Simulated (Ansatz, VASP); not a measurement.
# Two plane-wave programs on Ca8CO

```
CELL_PARAMETERS angstrom
7.81324 0.00000 0.00000
0.00000 7.81324 0.00000
0.00000 0.00000 20.60939
ATOMIC_POSITIONS crystal
Ca 0.25000 0.25000 0.19409
Ca 0.25000 0.75000 0.19409
Ca 0.75000 0.25000 0.19409
Ca 0.75000 0.75000 0.19409
Ca 0.00000 0.00000 0.32070
Ca 0.00000 0.50000 0.32070
Ca 0.50000 0.00000 0.32070
Ca 0.50000 0.50000 0.32070
C 0.10672 0.75000 0.37504
O 0.39328 0.75000 0.37504
```

Alike in both runs: task single point; functional PBE; k mesh 4 × 4 × 1; occupations gaussian, width 0.1 eV; no spin polarisation.

|  | VASP | Ansatz |
| --- | --- | --- |
| version | VASP 6.6.1 | Ansatz 0.2.0 |
| potentials or method | VASP PAW PBE potentials, release 64 (Ca_sv, C, O), cutoff 520 eV | scalar-relativistic, plane waves, PAW |
| valence electrons in the cell | 90 | 90 |

|  | VASP | Ansatz | Ansatz less VASP |
| --- | --- | --- | --- |
| gap on the k mesh at the Fermi level (eV) | none | none | - |
| rms of the force components (eV/Å) | 0.719 | 0.725 | +0.0055 |

Atom by atom the forces differ by 0.011 eV/Å (rms over components). A gap of «none» marks a metal or a gap that the smearing closes. The functional is the same, so the differences come from potentials, cutoffs and numerics.
